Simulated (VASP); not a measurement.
A run of VASP 6.6.1:

INCAR

```
PREC = Accurate ; ENCUT = 520
EDIFF = 1E-7 ; ISMEAR = -1
SIGMA = 0.05 ; LREAL = False
LASPH = True ; NELM = 60
ALGO = Normal ; ISIF = 2
LWAVE = False ; LCHARG = False
GGA = PE ; NBANDS = 11
```

Contents of KPOINTS:

```
Automatic mesh
0
Gamma
  10 10 8
```

File POSCAR:

```
MgB2
1.0
    3.1054310590      0.0000000000      0.0000000000
   -1.5527155295      2.6893821868      0.0000000000
    0.0000000000      0.0000000000      3.5463318058
Mg B
1 2
Direct
    0.0000000000      0.0000000000      0.0000000000
    0.6666666667      0.3333333333      0.5000000000
    0.3333333333      0.6666666667      0.5000000000
```

Potentials or basis: VASP PAW PBE potentials, release 64 (Mg, B).

Launch:

```console
$ cat potpaw_PBE.64/Mg/POTCAR potpaw_PBE.64/B/POTCAR > POTCAR
$ mpirun -np 1 vasp_std > vasp.out
```

Hardware: 1 thread of Intel(R) Xeon(R) Platinum 8488C (Sapphire Rapids), with other jobs on the host.

How long does it take, and how much memory?

Run time: 11 s on 1 thread of Intel(R) Xeon(R) Platinum 8488C (Sapphire Rapids), with other jobs on the host, peak memory 0.16 GiB. Counts: scf iterations 12, k points 70.
